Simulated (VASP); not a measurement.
# W3C in VASP: further runs

W3C is run at these levels: LDA; tasks: single point, relaxation of the atoms.

All numbers are computed with VASP 6.6.1; they aren't measurements. Logs are shortened: lines on timing, memory, paths and dates and some standing lists are left out, and cuts for length are marked.

## (1) The cell of the first run

The cell holds a slab with vacuum, 4 atoms: a = 2.809 Å, b = 2.809 Å, c = 20.114 Å, α = 90.00°, β = 90.00°, γ = 120.00°.

## (2) Single point, LDA

File INCAR:

```
PREC = Accurate
ENCUT = 520
EDIFF = 1E-6
ISMEAR = 0
SIGMA = 0.1
LREAL = False
LASPH = True
NELM = 120
ALGO = Normal
ISIF = 2
LWAVE = False
LCHARG = False
LDIPOL = True
IDIPOL = 3
DIPOL = 0.5 0.5 0.362
NBANDS = 31
GGA_COMPAT = False
NELMDL = -8
```

File KPOINTS:

```
Automatic mesh
0
Gamma
  12 12 1
```

File POSCAR:

```
W3C
1.0
    2.8090103839      0.0000000000      0.0000000000
   -1.4045051920      2.4326743520      0.0000000000
    0.0000000000      0.0000000000     20.1144288635
W C
3 1
Direct
    0.6666666667      0.3333333333      0.1988622211
    0.3333333333      0.6666666667      0.3135698338
    0.0000000000      0.0000000000      0.4282711143
    0.0000000000      0.3333333333      0.5055948197
```

Potentials or basis: VASP PAW LDA potentials, release 64 (W_sv, C).

On the command line:

```bash
$ cat potpaw_LDA.64/W_sv/POTCAR potpaw_LDA.64/C/POTCAR > POTCAR
$ mpirun -np 1 vasp_std > vasp.out
```

OUTCAR:

```text
PREC = Accurate
   ENCUT = 520
   EDIFF = 1E-6
   ISMEAR = 0
   LREAL = False
   LASPH = True
   NELM = 120
   ISIF = 2
   NELMDL = -8

 ion  position               nearest neighbor table
   1  0.667  0.333  0.199-   2 2.82   2 2.82   2 2.82
   2  0.333  0.667  0.314-   3 2.82   3 2.82   3 2.82   1 2.82   1 2.82   1 2.82
   3  0.000  0.000  0.428-   4 1.82   4 2.43   2 2.82   2 2.82   2 2.82
   4  0.000  0.333  0.506-   3 1.82   3 2.43

  LATTYP: Found a hexagonal cell.
 ALAT       =     2.8090103839
 C/A-ratio  =     7.1606815620

  Lattice vectors:

 A1 = (   2.8090103839,   0.0000000000,   0.0000000000)
 A2 = (  -1.4045051920,   2.4326743520,   0.0000000000)
 A3 = (   0.0000000000,   0.0000000000,  20.1144288635)

Analysis of symmetry for initial positions (statically):
=====================================================================
 Subroutine PRICEL returns:
 Original cell was already a primitive cell.

 Routine SETGRP: Setting up the symmetry group for a
 hexagonal supercell.

 Subroutine GETGRP returns: Found  1 space group operations
 (whereof  1 operations were pure point group operations)
 out of a pool of 24 trial point group operations.

The static configuration has the point symmetry C_1 .

Analysis of symmetry for dynamics (positions and initial velocities):
=====================================================================
 Subroutine PRICEL returns:
 Original cell was already a primitive cell.

 Routine SETGRP: Setting up the symmetry group for a
 hexagonal supercell.

 Subroutine GETGRP returns: Found  1 space group operations
 (whereof  1 operations were pure point group operations)
 out of a pool of 24 trial point group operations.

The dynamic configuration has the point symmetry C_1 .

 Subroutine INISYM returns: Found  1 space group operations
 (whereof  1 operations are pure point group operations),
 and found     1 'primitive' translations

----------------------------------------------------------------------------------------

                                     Primitive cell

  volume of cell :     137.4501

  direct lattice vectors                    reciprocal lattice vectors
     2.809010384  0.000000000  0.000000000     0.355997260  0.205535114  0.000000000
    -1.404505192  2.432674352  0.000000000     0.000000000  0.411070228  0.000000000
     0.000000000  0.000000000 20.114428863     0.000000000  0.000000000  0.049715555

  length of vectors
     2.809010384  2.809010384 20.114428863     0.411070228  0.411070228  0.049715555

  position of ions in fractional coordinates (direct lattice)
     0.666666667  0.333333333  0.198862221
     0.333333333  0.666666667  0.313569834
     0.000000000  0.000000000  0.428271114
     0.000000000  0.333333333  0.505594820

  ion indices of the primitive-cell ions
   primitive index   ion index
                 1           1
                 2           2
                 3           3
                 4           4

----------------------------------------------------------------------------------------

 KPOINTS: Automatic mesh

Automatic generation of k-mesh.
 Grid dimensions read from file:
 generate k-points for:   12   12    1

 Generating k-lattice:

  Cartesian coordinates                     Fractional coordinates (reciprocal lattice)
     0.029666438  0.017127926  0.000000000     0.083333333 -0.000000000  0.000000000
     0.000000000  0.034255852  0.000000000     0.000000000  0.083333333  0.000000000
     0.000000000  0.000000000  0.049715555     0.000000000  0.000000000  1.000000000

  Length of vectors
     0.034255852  0.034255852  0.049715555

  Shift w.r.t. Gamma in fractional coordinates (k-lattice)
     0.000000000  0.000000000  0.000000000

 Subroutine IBZKPT returns following result:
 ===========================================

 Found     74 irreducible k-points:

 Following reciprocal coordinates:
            Coordinates               Weight
  0.000000  0.000000  0.000000      1.000000
  0.083333  0.000000  0.000000      2.000000
  0.000000  0.083333  0.000000      2.000000
 -0.083333  0.083333  0.000000      2.000000
  0.166667  0.000000  0.000000      2.000000
  0.000000  0.166667  0.000000      2.000000
[... 16 lines left out ...]
  0.166667  0.083333  0.000000      2.000000
 -0.083333  0.250000  0.000000      2.000000
 [... further k-points ...]
   k-points           NKPTS =     74   k-points in BZ     NKDIM =     74   number of bands    NBANDS=     31
   number of dos      NEDOS =    301   number of ions     NIONS =      4
   total plane-waves  NPLWV =  86400
   dimension x,y,z NGX =    24 NGY =   24 NGZ =  150
   dimension x,y,z NGXF=    48 NGYF=   48 NGZF=  300
   ions per type =               3   1
   NGX,Y,Z   is equivalent  to a cutoff of  14.20, 14.20, 12.40 a.u.
   NGXF,Y,Z  is equivalent  to a cutoff of  28.41, 28.41, 24.80 a.u.
 SYSTEM =  unknown system
   PREC   = accura    normal or accurate (medium, high low for compatibility)
   ISTART =      0    job   : 0-new  1-cont  2-samecut
   ICHARG =      2    charge: 1-file 2-atom 10-const
   ISPIN  =      1    spin polarized calculation?
   LNONCOLLINEAR =      F non collinear calculations
   LSORBIT =      F    spin-orbit coupling
   LASPH  =      T    aspherical Exc in radial PAW
   ENCUT  =  520.0 eV  38.22 Ry    6.18 a.u.   5.22  5.22 37.40*2*pi/ulx,y,z
   NELM   =    120;   NELMIN=  2; NELMDL= -8     # of ELM steps
   EDIFF  = 0.1E-05   stopping-criterion for ELM
   LREAL  =      F    real-space projection
   EDIFFG = 0.1E-04   stopping-criterion for IOM
   NSW    =      0    number of steps for IOM
   IBRION =     -1    ionic relax: 0-MD 1-quasi-New 2-CG
   NFREE  =      0    steps in history (QN), initial steepest desc. (CG)
   ISIF   =      2    stress and relaxation
   ISYM   =      2    0-nonsym 1-usesym 2-fastsym
   POTIM  = 0.5000    time-step for ionic-motion
   TEBEG  =    0.0;   TEEND  =   0.0 temperature during run
   PSTRESS=    0.0 pullay stress
   NELECT =      46.0000    total number of electrons
   NUPDOWN=      -1.0000    fix difference up-down
   EMIN   =  10.00;   EMAX   =-10.00  energy-range for DOS
   EFERMI =   0.00;   METHOD = LEGACY
   ISMEAR =     0;   SIGMA  =   0.10  broadening in eV -4-tet -1-fermi 0-gaus
   EFERMI_NEDOS =   21; number of points for ismear=-14 and -15
   IALGO  =     38    algorithm
   IMIX   =      4    mixing-type and parameters
     AMIX     =   0.40;   BMIX     =  1.00
     AMIX_MAG =   1.60;   BMIX_MAG =  1.00
  volume/ion in A,a.u.               =      34.36       231.89
  Fermi-wavevector in a.u.,A,eV,Ry     =   1.136613  2.147886 17.577203  1.291888
  Thomas-Fermi vector in A             =   2.273318
   LORBIT       =      0    0 simple, 1 ext, 2 COOP (PROOUT), +10 PAW based schemes
   GGA     = CA    functional components
   LHFCALC =     F    Hartree Fock is set to
   AEXX    =    0.0000 exact exchange contribution
   IVDW    =     0    specifies the selected vdW correction
   LEPSILON=     F    determine dielectric tensor
   LRPA    =     F    only Hartree local field effects (RPA)
 non-spin polarized calculation
 Gauss-broadening in eV      SIGMA  =   0.10
  energy-cutoff  :      520.00
  volume of cell :      137.45
 maximum number of plane-waves:      3729
 NGX is ok and might be reduce to    24
   NGX = 11   NGY = 11   NGZ = 75

 dipolmoment           0.000000      0.000000     -0.005242 electrons x Angstroem

 number of electron      46.0000005 magnetization

 dipolmoment           0.000000      0.000000      0.061720 electrons x Angstroem

 Free energy of the ion-electron system (eV)
  ---------------------------------------------------
  ext. energy  EPLUGINS =         0.00000000
  ---------------------------------------------------
  free energy    TOTEN  =       -45.72902573 eV

  energy without entropy =      -45.71386898  energy(sigma->0) =      -45.72144735

 E-fermi :   0.3587     XC(G=0):  -6.4149

 val. band max:        0.3392167760   @ k =   0.5000   0.5000   0.0000
 cond. band min:       0.3637425593   @ k =  -0.4167   0.3333   0.0000
 fundamental gap:      0.0245257833
 Fermi energy:         0.3586829257

 k-point     1 :       0.0000    0.0000    0.0000
  band No.  band energies     occupation
      1     -72.9198      2.00000
      2     -72.8570      2.00000
      3     -72.7551      2.00000
      4     -37.9221      2.00000
      5     -37.4826      2.00000
      6     -37.0003      2.00000
[... 23 lines left out ...]
     30       3.0079      0.00000
     31       4.2004      0.00000

 k-point     2 :       0.0833    0.0000    0.0000
  band No.  band energies     occupation
      1     -72.9128      2.00000
      2     -72.8516      2.00000
      3     -72.7496      2.00000
      4     -37.9006      2.00000
      5     -37.4801      2.00000
      6     -37.0203      2.00000
[... 23 lines left out ...]
     30       3.1563      0.00000
     31       4.2570      0.00000

 k-point     3 :       0.0000    0.0833    0.0000
  band No.  band energies     occupation
      1     -72.9128      2.00000
      2     -72.8516      2.00000
      3     -72.7495      2.00000
      4     -37.9004      2.00000
      5     -37.4796      2.00000
      6     -37.0259      2.00000
[... 23 lines left out ...]
     30       3.0968      0.00000
     31       4.2072      0.00000

 k-point     4 :      -0.0833    0.0833    0.0000
  band No.  band energies     occupation
      1     -72.9128      2.00000
      2     -72.8516      2.00000
      3     -72.7495      2.00000
      4     -37.9001      2.00000
      5     -37.4804      2.00000
      6     -37.0293      2.00000
[... 23 lines left out ...]
     30       3.1201      0.00000
     31       4.2655      0.00000

 k-point     5 :       0.1667    0.0000    0.0000
  band No.  band energies     occupation
      1     -72.8936      2.00000
      2     -72.8370      2.00000
      3     -72.7345      2.00000
      4     -37.8422      2.00000
      5     -37.4862      2.00000
      6     -37.1497      2.00000
[... 23 lines left out ...]
     30       3.2761      0.00000
     31       4.2486      0.00000
[... 542 lines left out ...]
     30       3.1665      0.00000
     31       4.3009      0.00000

 k-point    22 :      -0.1667    0.0833    0.0000
  band No.  band energies     occupation
      1     -72.8997      2.00000
      2     -72.8416      2.00000
      3     -72.7392      2.00000
      4     -37.8597      2.00000
      5     -37.4829      2.00000
      6     -37.1003      2.00000
[... 23 lines left out ...]
     30       3.3722      0.00000
     31       4.2005      0.00000

 k-point    23 :       0.1667    0.0833    0.0000
  band No.  band energies     occupation
      1     -72.8768      2.00000
      2     -72.8245      2.00000
      3     -72.7213      2.00000
      4     -37.7932      2.00000
      5     -37.5150      2.00000
      6     -37.2741      2.00000
[... 23 lines left out ...]
     30       3.2786      0.00000
     31       4.1051      0.00000

 k-point    24 :      -0.0833    0.2500    0.0000
  band No.  band energies     occupation
      1     -72.8768      2.00000
      2     -72.8245      2.00000
      3     -72.7208      2.00000
      4     -37.7921      2.00000
      5     -37.5164      2.00000
      6     -37.3293      2.00000
[... 23 lines left out ...]
     30       3.3880      0.00000
     31       4.2739      0.00000

 [... further k-points ...]

------------------------ aborting loop because EDIFF is reached ----------------------------------------

 vacuum level on the upper side and lower side of the slab       (xc-potential included)         0.658        -0.958

  FORCE on cell =-STRESS in cart. coord.  units (eV):
  Direction    XX          YY          ZZ          XY          YZ          ZX
  --------------------------------------------------------------------------------------
  -------------------------------------------------------------------------------------
  Total       -2.1998821     -1.9946173      0.8712791     -0.8048027      2.5706939     -1.5561084
  in kB      -25.6427715    -23.2501166     10.1560035     -9.3811268     29.9651129    -18.1386688
  external PRESSURE =     -12.9122949 kB  Pullay stress =       0.0000000 kB

 VOLUME and BASIS-vectors are now :
 -----------------------------------------------------------------------------
  energy-cutoff  :      520.00
  volume of cell :      137.45
      direct lattice vectors                 reciprocal lattice vectors
     2.809010384  0.000000000  0.000000000     0.355997260  0.205535114  0.000000000
    -1.404505192  2.432674352  0.000000000     0.000000000  0.411070228  0.000000000
     0.000000000  0.000000000 20.114428863     0.000000000  0.000000000  0.049715555

 POSITION                                       TOTAL-FORCE (eV/Angst)
 -----------------------------------------------------------------------------------
      1.40451      0.81089      4.00000        -0.028886      0.035763     -0.270367
     -0.00000      1.62178      6.30728        -0.040442      0.203929      0.251030
      0.00000      0.00000      8.61443         1.215775     -2.301591     -0.135310
     -0.46817      0.81089     10.16975        -1.146447      2.061899      0.154647
 -----------------------------------------------------------------------------------
    total drift:                               -0.000016     -0.000035      0.000096

  FREE ENERGIE OF THE ION-ELECTRON SYSTEM (eV)
  ---------------------------------------------------
  free  energy   TOTEN  =       -45.7290257252 eV

  energy  without entropy=      -45.7138689751  energy(sigma->0) =      -45.72144735

 vacuum level on the upper side and lower side of the slab         7.328         5.652
```

Run time: 15 min. Hardware: 1 thread of Intel Xeon Platinum 8259CL at 2.50GHz (Skylake/Cascade Lake), shared host; peak memory 0.4 GiB.

What came out:

- Free energy: -45.7290 eV
- Largest force: 2.606 eV/Å
- Band gap on the k mesh: zero (bands 23 and 24 overlap by 0.94 eV)

Forces in eV/Å, atoms in the order of the input:
```
W   -0.029  0.036 -0.270
W   -0.040  0.204  0.251
W    1.216 -2.302 -0.135
C   -1.146  2.062  0.155
```

Caveat: spin-orbit coupling is left out, which moves the levels of the heavy elements.

[end of part 1 of 2]

The gap in the log of VASP goes by the Fermi energy; the results here count the filled bands.